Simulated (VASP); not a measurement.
# MgB2 (P6/mmm) in VASP: a series of runs, part 2 of 2

VASP 6.6.1. Earlier steps stand in the parts before.

### Step 3. Single point, r2SCAN

POSCAR reads:

```
MgB2
1.0
    3.0705553558      0.0000000000      0.0000000000
   -1.5352776779      2.6591789418      0.0000000000
    0.0000000000      0.0000000000      3.5086786221
Mg B
1 2
Direct
    0.0000000000      0.0000000000      0.0000000000
    0.3333333333      0.6666666667      0.5000000000
    0.6666666667      0.3333333333      0.5000000000
```

INCAR.step1 reads:

```
SYSTEM = MgB2
  ALGO = Normal
  EDIFF = 1E-5
  ENCUT = 660
  GGA = PE
  GGA_COMPAT = .False.
  ISMEAR = -1
  LASPH = .True.
  LCHARG = .False.
  LREAL = .False.
  LWAVE = .True.
  NBANDS = 15
  NELM = 120
  PREC = Accurate
  SIGMA = 0.1
```

INCAR.step2 reads:

```
SYSTEM = MgB2
  ALGO = Normal
  EDIFF = 1E-6
  ENCUT = 660
  GGA_COMPAT = .False.
  ISIF = 2
  ISMEAR = -1
  ISTART = 1
  LASPH = .True.
  LCHARG = .False.
  LMIXTAU = .True.
  LREAL = .False.
  LWAVE = .False.
  METAGGA = R2SCAN
  NBANDS = 15
  NELM = 120
  PREC = Accurate
  SIGMA = 0.1
```

KPOINTS reads:

```
k-points
0
Gamma
  12 12 9
  0 0 0
```

Potentials or basis: VASP PAW PBE potentials, release 64 (Mg_sv, B).

Run with:

```
> cat potpaw_PBE.64/Mg_sv/POTCAR potpaw_PBE.64/B/POTCAR > POTCAR
> cp INCAR.step1 INCAR
> mpirun -np 1 vasp_std > vasp.out
> cp INCAR.step2 INCAR
> mpirun -np 1 vasp_std > vasp.out
```

OUTCAR:

```text
SYSTEM = MgB2
   EDIFF = 1E-6
   ENCUT = 660
   ISIF = 2
   ISMEAR = -1
   ISTART = 1
   LASPH = .True.
   LREAL = .False.
   METAGGA = R2SCAN
   NELM = 120
   PREC = Accurate

 ion  position               nearest neighbor table
   1  0.000  0.000  0.000-
   2  0.333  0.667  0.500-   3 1.77   3 1.77   3 1.77
   3  0.667  0.333  0.500-   2 1.77   2 1.77   2 1.77

  LATTYP: Found a hexagonal cell.
 ALAT       =     3.0705553558
 C/A-ratio  =     1.1426853502

  Lattice vectors:

 A1 = (   3.0705553558,   0.0000000000,   0.0000000000)
 A2 = (  -1.5352776779,   2.6591789418,   0.0000000000)
 A3 = (   0.0000000000,   0.0000000000,   3.5086786221)

Analysis of symmetry for initial positions (statically):
=====================================================================
 Subroutine PRICEL returns:
 Original cell was already a primitive cell.

 Routine SETGRP: Setting up the symmetry group for a
 hexagonal supercell.

 Subroutine GETGRP returns: Found 24 space group operations
 (whereof 24 operations were pure point group operations)
 out of a pool of 24 trial point group operations.

[... 180 lines left out ...]
      8       5.5858      0.03210
      9       7.2163      0.00000
     10      11.8822      0.00000
     11      11.8822      0.00000
     12      13.8224      0.00000
     13      16.1091      0.00000
     14      19.2291      0.00000
[... 401 lines left out ...]
      2     -38.1671      2.00000
      3     -38.1437      2.00000
      4     -38.1167      2.00000
      5      -5.9793      2.00000
      6      -0.2037      2.00000
      7       3.2071      2.00000
      8       3.3669      2.00000
      9       9.2994      0.00000
     10      10.2331      0.00000
     11      11.2132      0.00000
     12      15.5533      0.00000
     13      18.0186      0.00000
     14      18.8817      0.00000
     15      19.0285      0.00000

 [... further k-points ...]

------------------------ aborting loop because EDIFF is reached ----------------------------------------

  FORCE on cell =-STRESS in cart. coord.  units (eV):
  Direction    XX          YY          ZZ          XY          YZ          ZX
  --------------------------------------------------------------------------------------
  -------------------------------------------------------------------------------------
  Total       -0.0462501     -0.0462501     -0.0208293     -0.0000000      0.0000000     -0.0000000
  in kB       -2.5865171     -2.5865171     -1.1648706     -0.0000000      0.0000000     -0.0000000
  external PRESSURE =      -2.1126349 kB  Pullay stress =       0.0000000 kB

 VOLUME and BASIS-vectors are now :
 -----------------------------------------------------------------------------
  energy-cutoff  :      660.00
  volume of cell :       28.65
      direct lattice vectors                 reciprocal lattice vectors
     3.070555356  0.000000000  0.000000000     0.325673985  0.188027963  0.000000000
    -1.535277678  2.659178942  0.000000000     0.000000000  0.376055926  0.000000000
     0.000000000  0.000000000  3.508678622     0.000000000  0.000000000  0.285007579

 POSITION                                       TOTAL-FORCE (eV/Angst)
 -----------------------------------------------------------------------------------
      0.00000      0.00000      0.00000         0.000000      0.000000     -0.000000
     -0.00000      1.77279      1.75434         0.000000      0.000000     -0.000000
      1.53528      0.88639      1.75434        -0.000000     -0.000000      0.000000
 -----------------------------------------------------------------------------------
    total drift:                               -0.000000      0.000000      0.000000

  FREE ENERGIE OF THE ION-ELECTRON SYSTEM (eV)
  ---------------------------------------------------
  free  energy   TOTEN  =       -19.4462277363 eV

  energy  without entropy=      -19.4251889652  energy(sigma->0) =      -19.43570835
```

Run time: 2 min. Hardware: 1 thread of Intel Xeon Platinum 8488C (Sapphire Rapids), shared host; peak memory 0.2 GiB.

Results:

```yaml
Free_energy: -19.4462 eV
Pressure: -0.2 GPa
Band_gap_on_the_k_mesh: zero (bands 8 and 9 overlap by 3.91 eV)
```

Caveat: the PAW data sets were made with another functional, which shifts forces and pressure a little.

### Step 4. Single point, r2SCAN

POSCAR reads:

```
MgB2
1.0
    3.0705553600      0.0000000000      0.0000000000
   -1.5352776800      2.6591789400      0.0000000000
    0.0000000000      0.0000000000      3.5086786200
Mg B
1 2
Direct
    0.0000000000      0.0000000000      0.0000000000
    0.3333333300      0.6666666700      0.5000000000
    0.6666666700      0.3333333300      0.5000000000
```

INCAR.step1 reads:

```
SYSTEM = MgB2
PREC     = Accurate       ! precision mode
ENCUT    = 750            ! plane-wave cutoff, eV
ISMEAR   = -1             ! smearing method
SIGMA    = 0.1            ! smearing width, eV
LREAL    = .FALSE.        ! projectors in reciprocal space
LASPH    = .TRUE.         ! aspherical terms in the spheres
NELM     = 120            ! most SCF steps
NBANDS   = 15             ! bands
GGA      = PE             ! functional
ALGO     = Normal         ! electronic algorithm
EDIFF    = 1E-5           ! SCF threshold, eV
LWAVE    = .TRUE.         ! write WAVECAR
LCHARG   = .FALSE.        ! write CHGCAR
GGA_COMPAT= .FALSE.
```

INCAR.step2 reads:

```
SYSTEM = MgB2
PREC     = Accurate       ! precision mode
ENCUT    = 750            ! plane-wave cutoff, eV
EDIFF    = 1E-6           ! SCF threshold, eV
ISMEAR   = -1             ! smearing method
SIGMA    = 0.1            ! smearing width, eV
LREAL    = .FALSE.        ! projectors in reciprocal space
LASPH    = .TRUE.         ! aspherical terms in the spheres
NELM     = 120            ! most SCF steps
ALGO     = Normal         ! electronic algorithm
ISIF     = 2              ! what is computed and relaxed
LWAVE    = .FALSE.        ! write WAVECAR
LCHARG   = .FALSE.        ! write CHGCAR
METAGGA  = R2SCAN         ! meta-GGA
LMIXTAU  = .TRUE.       
NBANDS   = 15             ! bands
ISTART   = 1            
GGA_COMPAT= .FALSE.
```

KPOINTS reads:

```
regular mesh
0
G
  13 13 10
  0 0 0
```

Run with:

```
> cat potpaw_PBE.64/Mg_sv/POTCAR potpaw_PBE.64/B/POTCAR > POTCAR
> cp INCAR.step1 INCAR
> mpirun -np 1 vasp_std > vasp.out
> cp INCAR.step2 INCAR
> mpirun -np 1 vasp_std > vasp.out
```

It took 2.7 min on 1 thread of Intel Xeon Platinum 8488C (Sapphire Rapids), shared host; peak memory 0.22 GiB.

It converged, with:

```
Free energy            : -19.4350 eV
Pressure               : -0.3 GPa
Band gap on the k mesh : zero (bands 8 and 9 overlap by 2.90 eV)
```

Stress tensor (GPa, compression positive):
```
-0.65  0.00  0.00
 0.00 -0.65  0.00
 0.00  0.00  0.46
```

Levels at points of the mesh, in eV from the Fermi level:
```
           k point  band 6  band 7  band 8  band 9  band 10  band 11
(0.00, 0.00, 0.00)   -3.14    0.41    0.41    2.04     6.71     6.71
(0.00, 0.00, 0.50)   -7.77    0.82    0.82    7.01     7.01     8.68
```

Caveat: the PAW data sets were made with another functional, which shifts forces and pressure a little.

### Step 5. Single point, r2SCAN

POSCAR reads:

```
MgB2
1.0
    3.0705553558      0.0000000000      0.0000000000
   -1.5352776779      2.6591789418      0.0000000000
    0.0000000000      0.0000000000      3.5086786221
Mg B
1 2
Direct
    0.0000000000      0.0000000000      0.0000000000
    0.3333333333      0.6666666667      0.5000000000
    0.6666666667      0.3333333333      0.5000000000
```

INCAR.step1 reads:

```
SYSTEM = MgB2
  ALGO = Normal
  EDIFF = 1E-5
  ENCUT = 750
  GGA = PE
  GGA_COMPAT = .False.
  ISMEAR = -1
  LASPH = .True.
  LCHARG = .False.
  LREAL = .False.
  LWAVE = .True.
  NBANDS = 15
  NELM = 120
  PREC = Accurate
  SIGMA = 0.1
```

INCAR.step2 reads:

```
SYSTEM = MgB2
  ALGO = Normal
  EDIFF = 1E-6
  ENCUT = 750
  GGA_COMPAT = .False.
  ISIF = 2
  ISMEAR = -1
  ISTART = 1
  LASPH = .True.
  LCHARG = .False.
  LMIXTAU = .True.
  LREAL = .False.
  LWAVE = .False.
  METAGGA = R2SCAN
  NBANDS = 15
  NELM = 120
  PREC = Accurate
  SIGMA = 0.1
```

KPOINTS reads:

```
k-points
0
Gamma
  12 12 9
  0 0 0
```

Run with:

```
> cat potpaw_PBE.64/Mg_sv/POTCAR potpaw_PBE.64/B/POTCAR > POTCAR
> cp INCAR.step1 INCAR
> mpirun -np 1 vasp_std > vasp.out
> cp INCAR.step2 INCAR
> mpirun -np 1 vasp_std > vasp.out
```

Wall time 2.9 min (1 thread of Intel Xeon Platinum 8375C at 2.90GHz (Ice Lake), shared host); peak memory 0.21 GiB.

Results (log left out):

* Free energy: -19.4351 eV
* Pressure: -0.3 GPa
* Band gap on the k mesh: zero (bands 8 and 9 overlap by 3.91 eV)

Levels at points of the mesh, in eV from the Fermi level:
| k point | band 6 | band 7 | band 8 | band 9 | band 10 | band 11 |
| --- | --- | --- | --- | --- | --- | --- |
| (0.00, 0.00, 0.00) | -3.13 | 0.41 | 0.41 | 2.04 | 6.71 | 6.71 |
| (0.50, 0.00, 0.00) | -8.31 | -2.32 | 0.21 | 3.34 | 4.18 | 5.87 |

Caveat: the PAW data sets were made with another functional, which shifts forces and pressure a little.

### Step 6. Summary

```tsv
k mesh	cutoff (eV)	mended	gap on the mesh (eV)	pressure (GPa)
13 × 13 × 10	660	-	none	-0.2
12 × 12 × 9	660	-	none	-0.2
13 × 13 × 10	750	yes	none	-0.3
12 × 12 × 9	750	yes	none	-0.3
```

Alike in all rows: task single point; level r2SCAN; potentials or basis VASP PAW PBE potentials, release 64 (Mg_sv, B); no spin polarisation; cell as given; smearing fermi-dirac 0.1 eV.

Caveats: the PAW data sets were made with another functional, which shifts forces and pressure a little.

Total energies depend on the potentials used, so only differences within one code and one set of settings carry meaning.
